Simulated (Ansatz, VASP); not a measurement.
One calculation of NbRu3C, two programs

```xyz
5
Lattice="4.0490 0.0000 0.0000 0.0000 4.0490 0.0000 0.0000 0.0000 4.0490" Properties=species:S:1:pos:R:3 pbc="T T T"
Nb    2.0245    2.0245    2.0245
Ru    0.0000    2.0245    0.0000
Ru    0.0000    0.0000    2.0245
Ru    2.0245    0.0000    0.0000
C     0.0000    0.0000    0.0000
```

Alike in both runs: task single point; functional PBE; k mesh 4 × 4 × 4; occupations gaussian, width 0.1 eV; collinear spin.

|  | VASP | Ansatz |
| --- | --- | --- |
| version | VASP 6.6.1 | Ansatz 0.2.0 |
| potentials or method | VASP PAW PBE potentials, release 64 (Nb_sv, Ru_pv, C), cutoff 520 eV | scalar-relativistic, plane waves, PAW |
| valence electrons in the cell | 59 | 65 |

Ansatz gave:

```
gap on the k mesh at the Fermi level (eV) : none
pressure (GPa)                            : -0.1
net moment per atom (μB)                  : 0.00
```

What did VASP give for the same quantities?

gap on the k mesh at the Fermi level (eV): none; pressure (GPa): -0.2; net moment per atom (μB): 0.00.

A gap of «none» marks a metal or a gap that the smearing closes. VASP's potentials hold 59 valence electrons a cell and Ansatz's 65, so a difference there can come from the potentials and not from the codes. Ansatz's warnings: seeded moment not kept.

The k mesh is coarse, so the values compare programs but aren't converged.
